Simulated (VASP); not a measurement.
Crystal: PbO.

```
Pb O
1.0
     4.01607    0.00000    0.00000
     0.00000    4.01607    0.00000
     0.00000    0.00000    5.53959
Pb O
2 2
Cartesian
  0.0000 2.0080 1.1778
  2.0080 0.0000 4.3618
  0.0000 0.0000 0.0000
  2.0080 2.0080 0.0000
```

* Program: VASP 6.6.1
* Task: relaxation of shape and atoms at fixed volume
* Functional: PBE
* Potentials or basis: VASP PAW PBE potentials, release 64 (Pb_d, O)
* Cutoff: 600 eV
* k mesh: 8 × 8 × 6
* Occupations: gaussian, width 0.02 eV
* Spin: no spin polarisation

At the start: pressure 2.2 GPa; volume 22.34 Å³/atom.

Problem. Where does the relaxation end?

Solution. Over 6 steps the energy falls by 4.6 meV/atom; space group P4/nmm (No. 129, to 0.1 Å) before and after.

Step by step:
| step | energy change (eV) | largest force (eV/Å) | pressure (GPa) | volume (Å³) |
| --- | --- | --- | --- | --- |
| 1 | 0.0000 | 0.4528 | 2.17 | 89.35 |
| 2 | -0.0130 | 0.1193 | 1.06 | 89.35 |
| 3 | -0.0143 | 0.0269 | 0.58 | 89.35 |
| 4 | -0.0163 | 0.0174 | 0.47 | 89.35 |
| 5 | -0.0173 | 0.0108 | 0.38 | 89.35 |
| 6 | -0.0182 | 0.0001 | 0.21 | 89.35 |

Final structure:
```xyz
4
Lattice="4.0518 0.0000 0.0000 0.0000 4.0518 0.0000 0.0000 0.0000 5.4424" Properties=species:S:1:pos:R:3 pbc="T T T"
Pb    0.0000    2.0259    1.1921
Pb    2.0259    4.0518    4.2502
O     4.0518    0.0000    0.0000
O     2.0259    2.0259    0.0000
```
